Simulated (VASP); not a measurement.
# Al (a cell with a defect) in VASP: a series of runs, part 2 of 2

VASP 6.6.1.

## 5. Single point, PBEsol

Contents of INCAR:

```
SYSTEM = Al
PREC = Accurate
ENCUT = 520
EDIFF = 1E-7
ISMEAR = 0
SIGMA = 0.1
LREAL = Auto
LASPH = .True.
NELM = 100
ALGO = Normal
ISIF = 2
LWAVE = .False.
LCHARG = .False.
GGA = PS
NBANDS = 44
```

Contents of KPOINTS:

```
Automatic mesh
0
Gamma
  4 4 4
  0 0 0
```

Contents of POSCAR:

```
Al
1.0
    6.0233342682      2.0077780894      4.0155561788
   -6.0233342682     -2.0077780894      4.0155561788
    2.0077780894     -6.0233342682     -4.0155561788
Al
19
Direct
    0.0485373361      0.3470898521      0.8956271659
    0.5916268119      0.1959277532      0.7983861904
    0.1024584595      0.7067593563      0.7983861904
    0.1975415770      0.3932406944      0.6016138967
    0.2959277488      0.0975415316      0.4043009057
    0.5518846957      0.8521352579      0.9040199759
    0.6499999711      0.5499999755      0.6999999688
    0.7481152962      0.2478647927      0.4959801112
    0.0040723375      0.0024584141     -0.0043008737
    0.2514626505      0.7529100990      0.5043727717
    0.3478647883      0.4518846504      0.2997494609
    0.4470898476      0.1514626550      0.0985525248
    0.7083731800      0.9040722974      0.6016138967
    0.8067593518      0.6083731347      0.4043009057
    0.8999999599      0.2999999866      0.1999999911
    0.3999999822      0.7999999644      0.1999999911
    0.4932406899      0.4916267665      0.9956990818
    0.8529100945      0.9485372961      0.3014474574
    0.9521352534      0.6481152508      0.1002505710
```

Potentials or basis: VASP PAW PBE potentials, release 64 (Al).

Command:

```
> cat potpaw_PBE.64/Al/POTCAR > POTCAR
> mpirun -np 1 vasp_std > vasp.out
```

OUTCAR:

```text
SYSTEM = Al
   PREC = Accurate
   ENCUT = 520
   EDIFF = 1E-7
   ISMEAR = 0
   LREAL = Auto
   LASPH = .True.
   NELM = 100
   ISIF = 2
   GGA = PS

 ion  position               nearest neighbor table
   1  0.049  0.347  0.896-   4 2.79  13 2.79  17 2.81   9 2.81  19 2.84   8 2.84  11 2.85  16 2.86
                            15 2.86   3 2.89   2 2.89
   2  0.592  0.196  0.798-  10 2.79  17 2.80   5 2.80  12 2.81   6 2.83   7 2.85  15 2.86  19 2.87
                            13 2.88   8 2.89   1 2.89
   3  0.102  0.707  0.798-  10 2.79   9 2.80  14 2.80  12 2.81   6 2.83   7 2.85  16 2.86  19 2.87
                             4 2.88   8 2.89   1 2.89
   4  0.198  0.393  0.602-   1 2.79  17 2.80   5 2.80  18 2.81   8 2.83   7 2.85  15 2.86  11 2.87
                             3 2.88   6 2.89  10 2.89
[... 859 lines left out ...]

 VOLUME and BASIS-vectors are now :
 -----------------------------------------------------------------------------
  energy-cutoff  :      520.00
  volume of cell :      323.75
      direct lattice vectors                 reciprocal lattice vectors
     6.023334268  2.007778089  4.015556179     0.099612602 -0.049806301  0.124515753
    -6.023334268 -2.007778089  4.015556179    -0.049806301 -0.099612602  0.124515753
     2.007778089 -6.023334268 -4.015556179     0.049806301 -0.149418903  0.000000000

 POSITION                                       TOTAL-FORCE (eV/Angst)
 -----------------------------------------------------------------------------------
     -0.00006     -5.99409     -2.00778        -0.004757     -0.000593      0.000000
      3.98641     -4.01447     -0.04349         0.002219      0.000215     -0.001185
     -2.03692     -6.02225      0.04350         0.002219      0.000215      0.001185
      0.02915     -4.01664     -0.04349        -0.002219     -0.000215     -0.001185
      2.00669     -2.03692     -0.04349        -0.000215      0.002219     -0.001185
      0.00656     -6.04805      2.00778         0.002782      0.001748     -0.000000
[... 11 lines left out ...]
      0.02924     -2.00772      6.02333        -0.000593      0.004757     -0.000000
      2.03249      0.00656      6.02333        -0.001748      0.002782     -0.000000
 -----------------------------------------------------------------------------------
    total drift:                               -0.000045     -0.000008     -0.000024

  FREE ENERGIE OF THE ION-ELECTRON SYSTEM (eV)
  ---------------------------------------------------
  free  energy   TOTEN  =       -76.9712367328 eV

  energy  without entropy=      -76.9391545887  energy(sigma->0) =      -76.95519566
```

OSZICAR:

```text
N       E                     dE             d eps       ncg     rms          rms(c)
DAV:   1     0.638872821266E+02    0.63887E+02   -0.19616E+04  1232   0.103E+03
DAV:   2    -0.703118667292E+02   -0.13420E+03   -0.12663E+03  1472   0.135E+02
DAV:   3    -0.774849138756E+02   -0.71730E+01   -0.68982E+01  1512   0.253E+01
DAV:   4    -0.776260927655E+02   -0.14118E+00   -0.14039E+00  1520   0.398E+00
DAV:   5    -0.776285562804E+02   -0.24635E-02   -0.24628E-02  1472   0.615E-01    0.613E+00
DAV:   6    -0.771887314666E+02    0.43982E+00   -0.31130E-01  1460   0.160E+00    0.353E+00
DAV:   7    -0.769858639461E+02    0.20287E+00   -0.16091E-01  1508   0.121E+00    0.668E-01
DAV:   8    -0.769723970893E+02    0.13467E-01   -0.14235E-02  1444   0.399E-01    0.363E-01
DAV:   9    -0.769712513932E+02    0.11457E-02   -0.14781E-03  1496   0.132E-01    0.163E-01
DAV:  10    -0.769712461413E+02    0.52518E-05   -0.14161E-04  1476   0.395E-02    0.446E-02
DAV:  11    -0.769712398313E+02    0.63100E-05   -0.24206E-05  1500   0.165E-02    0.128E-02
DAV:  12    -0.769712377543E+02    0.20770E-05   -0.38742E-06  1564   0.614E-03    0.552E-03
DAV:  13    -0.769712370972E+02    0.65706E-06   -0.39387E-07  1364   0.219E-03    0.279E-03
DAV:  14    -0.769712368171E+02    0.28014E-06   -0.25918E-08   808   0.625E-04    0.111E-03
DAV:  15    -0.769712367328E+02    0.84238E-07   -0.47918E-09   768   0.275E-04
   1 F= -.76971237E+02 E0= -.76955196E+02  d E =-.320821E-01
```

Wall time 4.7 min (1 thread of Intel Xeon Platinum 8259CL at 2.50GHz (Skylake/Cascade Lake), shared host); peak memory 0.44 GiB.

What came out:

```
Free energy   : -76.9712 eV
Pressure      : -1.2 GPa
Largest force : 0.005 eV/Å
```

Forces in eV/Å, atoms in the order of the input:
```
Al  -0.005 -0.001  0.000
Al   0.002  0.000 -0.001
Al   0.002  0.000  0.001
Al  -0.002  0.000 -0.001
Al   0.000  0.002 -0.001
Al   0.003  0.002  0.000
Al   0.000  0.000  0.000
Al  -0.003 -0.002  0.000
Al   0.000 -0.002  0.001
Al   0.005  0.001  0.000
Al   0.002 -0.003  0.000
Al   0.001 -0.005  0.000
Al  -0.002  0.000  0.001
Al   0.000  0.002  0.001
Al   0.000  0.000  0.000
Al   0.000  0.000  0.000
Al   0.000 -0.002 -0.001
Al  -0.001  0.005  0.000
Al  -0.002  0.003  0.000
```

Stress tensor (GPa, compression positive):
```
-1.10  0.00  0.00
 0.00 -1.10  0.00
 0.00  0.00 -1.26
```

Caveat: the PAW data sets were made with another functional, which shifts forces and pressure a little.
